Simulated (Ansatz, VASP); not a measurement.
# Two plane-wave programs on CuP

```
Cu P
1.0
     3.17781    0.00000    0.00000
    -1.58890    2.75206    0.00000
     0.00000    0.00000    3.09947
Cu P
1 1
Direct
  0.00000 0.00000 0.00000
  0.66667 0.33333 0.50000
```

Alike in both runs: task single point; functional PBE; k mesh 6 × 6 × 6; occupations gaussian, width 0.1 eV; no spin polarisation.

```csv
,VASP,Ansatz
version,VASP 6.6.1,Ansatz 0.2.0
potentials or method,"VASP PAW PBE potentials, release 64 (Cu, P), cutoff 520 eV","scalar-relativistic, plane waves, PAW"
valence electrons in the cell,16,24
```

|  | VASP | Ansatz | Ansatz less VASP |
| --- | --- | --- | --- |
| gap on the k mesh at the Fermi level (eV) | none | none | - |
| pressure (GPa) | 9.5 | 9.4 | -0.16 |
| traceless stress, the component that is largest in VASP (GPa) | -2.86 | -3.02 | -0.160 |

A gap of «none» marks a metal or a gap that the smearing closes. VASP's potentials hold 16 valence electrons a cell and Ansatz's 24, so a difference there can come from the potentials and not from the codes.

The k mesh is coarse, so the values compare programs but aren't converged.
